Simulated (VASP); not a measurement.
Write the native input for VASP 6.6.1 that does the following.

| Property | Result |
| --- | --- |
| Task | single point |
| Functional | PBE |
| Potentials or basis | VASP PAW PBE potentials, release 64 (B, P) |
| Cutoff | 520 eV |
| k mesh | 4 × 4 × 4 |
| Occupations | gaussian, width 0.2 eV |
| Spin | no spin polarisation |
| Dipole correction | no |
| Further INCAR settings | ALGO = Normal; EDIFF = 1e-06; NBANDS = 24 |

The structure of B2P5 lies in POSCAR:

```
B2P5
1.0
    4.5741079990      0.0000000000      0.0000000000
    0.0000000000      4.5741079990      0.0000000000
    0.0000000000      0.0000000000      4.7846170936
B P
2 5
Direct
    0.5000000000      0.0000000000      0.5000000000
    0.0000000000      0.5000000000      0.5000000000
    0.0000000000      0.0000000000      0.0000000000
    0.7164633484      0.2835366516      0.7361073760
    0.2835366516      0.7164633484      0.7361073760
    0.7164633484      0.7164633484      0.2638926240
    0.2835366516      0.2835366516      0.2638926240
```

This cell differs from its parent crystal: atoms taken out.

One way to write it, as run:

INCAR

```
PREC     = Accurate       # precision mode
ENCUT    = 520            # plane-wave cutoff, eV
EDIFF    = 1E-6           # SCF threshold, eV
ISMEAR   = 0              # smearing method
SIGMA    = 0.2            # smearing width, eV
LREAL    = F              # projectors in reciprocal space
LASPH    = T              # aspherical terms in the spheres
NELM     = 60             # most SCF steps
ALGO     = Normal         # electronic algorithm
ISIF     = 2              # what is computed and relaxed
LWAVE    = F              # write WAVECAR
LCHARG   = T              # write CHGCAR
GGA      = PE             # functional
LELF     = T              # ELF
LVHAR    = T            
NBANDS   = 24             # bands
```

KPOINTS

```
regular mesh
0
Gamma
  4 4 4
```

Potentials or basis: VASP PAW PBE potentials, release 64 (B, P).

The run is started by

```sh
$ cat potpaw_PBE.64/B/POTCAR potpaw_PBE.64/P/POTCAR > POTCAR
$ mpirun -np 1 vasp_std > vasp.out
```

It gave:

```json
{
  "Pressure": "-0.2 GPa",
  "Largest force": "0.045 eV/Å",
  "Band gap on the k mesh": "zero (an odd number of electrons rules out a gap without spin polarisation)"
}
```

Caveat: the cell differs from its parent crystal (atoms taken out).

It took 58 s on 1 thread of Intel Xeon 8259CL, on a shared host, peak memory 0.2 GiB.
